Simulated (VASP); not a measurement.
Wanted: the native input for a VASP 6.6.1 run.

| Property | Result |
| --- | --- |
| Task | single point |
| Functional | PBE |
| Potentials or basis | VASP PAW PBE potentials, release 64 (Te, F) |
| Cutoff | 520 eV |
| k mesh | 4 × 4 × 4 |
| Occupations | gaussian, width 0.1 eV |
| Spin | no spin polarisation |
| Dipole correction | no |
| Further INCAR settings | ALGO = Normal; EDIFF = 1e-06; NBANDS = 22 |

The structure of TeF3 lies in POSCAR:

```
TeF3
1.0
    4.1012166500      0.0000000000      0.0000000000
    0.0000000000      4.1012166500      0.0000000000
    0.0000000000      0.0000000000      4.1287099900
Te F
1 3
Direct
    0.0000000000      0.0000000000      0.0000000000
    0.0000000000      0.0000000000      0.3366560800
    0.0000000000      0.0000000000      0.6633439200
    0.5000000000      0.5000000000      0.0000000000
```

The cell was generated, and may not be a known phase.

These files were run (other wordings do the same):

INCAR

```
ALGO = Normal
EDIFF = 1E-6
ENCUT = 520
GGA = PE
ISIF = 2
ISMEAR = 0
LASPH = T
LCHARG = T
LELF = T
LREAL = F
LVHAR = T
LWAVE = F
NBANDS = 22
NELM = 60
PREC = Accurate
SIGMA = 0.1
```

KPOINTS

```
k-points
0
Gamma
  4 4 4
```

Potentials or basis: VASP PAW PBE potentials, release 64 (Te, F).

The run is started by

```bash
$ cat potpaw_PBE.64/Te/POTCAR potpaw_PBE.64/F/POTCAR > POTCAR
$ mpirun -np 1 vasp_std > vasp.out
```

Results of the run:

* Pressure: 148.9 GPa
* Largest force: 20.371 eV/Å
* Band gap on the k mesh: zero (an odd number of electrons rules out a gap without spin polarisation)

Caveat: the k points lie up to 0.38 Å⁻¹ apart, too coarse for converged energies and pressures of a metal; spin-orbit coupling is left out, which moves the levels of the heavy elements; an odd number of electrons without spin polarisation forces a metal; a magnetic or distorted state may lie lower.

Wall time 13 s on 1 thread of Intel(R) Xeon(R) 6975P-C (Granite Rapids), with other jobs on the host, peak memory 0.18 GiB.
